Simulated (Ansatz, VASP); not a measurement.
Ti in VASP and in Ansatz

POSCAR

```
Ti
1.0
   -0.1015000000      2.0300000000      2.0300000000
    2.0300000000     -0.1015000000      2.0300000000
    1.9285000000      1.9285000000      0.0000000000
Ti
1
Direct
    0.0000000000      0.0000000000      0.0000000000
```

The input INCAR.step1:

```
SYSTEM = Ti
  PREC = Accurate
  ENCUT = 520
  ISMEAR = 0
  SIGMA = 0.15
  LREAL = .FALSE.
  LASPH = .TRUE.
  NELM = 100
  NBANDS = 12
  GGA = PE
  ALGO = Normal
  EDIFF = 1E-4
  LWAVE = .TRUE.
  LCHARG = .FALSE.
```

Contents of INCAR.step2:

```
SYSTEM = Ti
  PREC = Accurate
  ENCUT = 520
  EDIFF = 1E-6
  ISMEAR = 0
  SIGMA = 0.15
  LREAL = .FALSE.
  LASPH = .TRUE.
  NELM = 100
  ALGO = Normal
  ISIF = 2
  LWAVE = .FALSE.
  LCHARG = .FALSE.
  METAGGA = R2SCAN
  LMIXTAU = .TRUE.
  NBANDS = 12
  ISTART = 1
```

KPOINTS

```
Automatic mesh
0
G
  20 20 20
  0 0 0
```

Input for Ansatz:

```yaml
crystal:
  lattice:
    - [-0.1015, 2.03, 2.03]
    - [2.03, -0.1015, 2.03]
    - [1.9285, 1.9285, 0.0]
  atoms:
    - { symbol: Ti, position: [0.0, 0.0, 0.0] }
basis:
  ecutwfc: 500
kpoints:
  mp_grid: { grid: [20, 20, 20] }
hamiltonian:
  xc: r2scan
scf:
  occupations: { method: gaussian, width: 0.15 }
output:
  forces: true
  stress: true
  eigenvalues: true
```

Change from the starting cell: strain -0.1000 x Voigt [0, 0, 0, 0, 0, 1], atoms carried along.

Alike in both runs: task single point; functional r2SCAN; k mesh 20 × 20 × 20; occupations gaussian, width 0.15 eV; no spin polarisation.

```csv
,VASP,Ansatz
version,VASP 6.6.1,Ansatz 0.2.0
potentials or method,"VASP PAW PBE potentials, release 64 (Ti_sv), cutoff 520 eV","scalar-relativistic, plane waves, PAW"
valence electrons in the cell,12,12
```

```csv
,VASP,Ansatz,Ansatz less VASP
gap on the k mesh at the Fermi level (eV),none,none,-
pressure (GPa),5.1,4.7,-0.38
"traceless stress, the component that is largest in VASP (GPa)",6.75,6.70,-0.049
```

VASP's potentials were made for PBE, not for r2SCAN. A gap of «none» marks a metal or a gap that the smearing closes.
